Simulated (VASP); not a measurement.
Input of a VASP 6.6.1 run:

Contents of INCAR:

```
SYSTEM = TiO2
ALGO = Normal
EDIFF = 1E-6
ENCUT = 520
GGA = PS
ISIF = 2
ISMEAR = 0
LASPH = .True.
LCHARG = .True.
LELF = .True.
LREAL = .False.
LVHAR = .True.
LWAVE = .False.
NBANDS = 33
NELM = 100
PREC = Accurate
SIGMA = 0.02
```

Contents of KPOINTS:

```
k-points
0
Gamma
  6 6 10
  0 0 0
```

POSCAR

```
TiO2
1.0
    4.5912476233      0.0000000000      0.0000000000
    0.0000000000      4.5912476233      0.0000000000
    0.0000000000      0.0000000000      2.9389939992
Ti O
2 4
Direct
    0.0000000000      0.0000000000      0.0000000000
    0.5000000000      0.5000000000      0.5000000000
    0.3044387432      0.3044387432      0.0000000000
    0.1955612568      0.8044387432      0.5000000000
    0.6955612568      0.6955612568      0.0000000000
    0.8044387432      0.1955612568      0.5000000000
```

Potentials or basis: VASP PAW PBE potentials, release 64 (Ti_sv, O).

Launch:

```console
$ cat potpaw_PBE.64/Ti_sv/POTCAR potpaw_PBE.64/O/POTCAR > POTCAR
$ mpirun -np 1 vasp_std > vasp.out
```

Question: Predict the band gap on the k mesh.

Answer: 1.84 eV, direct.

Question: What does it give for the largest force?

Answer: 0.025 eV/Å.

Question: What does it give for the pressure?

Answer: 0.6 GPa.

Stress tensor (GPa, compression positive):
```
0.54 0.00 0.00
0.00 0.54 0.00
0.00 0.00 0.84
```

Caveat: the PAW data sets were made with another functional, which shifts forces and pressure a little.

**Experimental background.**

“Shallow Valence Band of Rutile GeO2 and P-type Doping”, 2020, arxiv:2011.08928 quotes, for a bulk crystal of TiO2 at 1.6 K: band gap 3.03 eV (direct).

A measured gap of TiO2 is 3.03 eV (direct; 1.6 K; quoted in “Shallow Valence Band of Rutile GeO2 and P-type Doping”, 2020, arxiv:2011.08928); the calculated 1.84 eV misses it by -1.19 eV. 2 values of this kind are on record in papers (3.03 to 3.05 eV); this one was drawn at random among those near their median. The value is that of PBEsol on a finite k mesh, which can miss the band edges, without temperature or zero-point motion. Semilocal functionals fall short of measured gaps as a rule.
